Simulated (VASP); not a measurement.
A run of VASP 6.6.1 is set up as follows.

INCAR

```
PREC     = Accurate       # precision mode
ENCUT    = 520            # plane-wave cutoff, eV
EDIFF    = 1E-6           # SCF threshold, eV
ISMEAR   = 0              # smearing method
SIGMA    = 0.15           # smearing width, eV
LREAL    = F              # projectors in reciprocal space
LASPH    = T              # aspherical terms in the spheres
NELM     = 60             # most SCF steps
ALGO     = Normal         # electronic algorithm
ISIF     = 2              # what is computed and relaxed
LWAVE    = F              # write WAVECAR
LCHARG   = F              # write CHGCAR
GGA      = PS             # functional
NBANDS   = 12             # bands
```

The input KPOINTS:

```
regular mesh
0
Gamma
  18 18 18
```

POSCAR

```
Tl
1.0
   -1.9701150000      1.9701150000      1.9701150000
    1.9701150000     -1.9701150000      1.9701150000
    1.9701150000      1.9701150000     -1.9701150000
Tl
1
Direct
    0.0000000000      0.0000000000      0.0000000000
```

Potentials or basis: VASP PAW PBE potentials, release 64 (Tl_d).

Command:

```console
$ cat potpaw_PBE.64/Tl_d/POTCAR > POTCAR
$ mpirun -np 1 vasp_std > vasp.out
```

(1) What does it give for the band gap on the k mesh?

(2) Predict the pressure.

Answers

(1) zero (an odd number of electrons rules out a gap without spin polarisation).

(2) -2.2 GPa.

Caveat: the cell differs from its parent crystal (strain +0.015 along x and y, +0.015 along z); the PAW data sets were made with another functional, which shifts forces and pressure a little; spin-orbit coupling is left out, which moves the levels of the heavy elements.
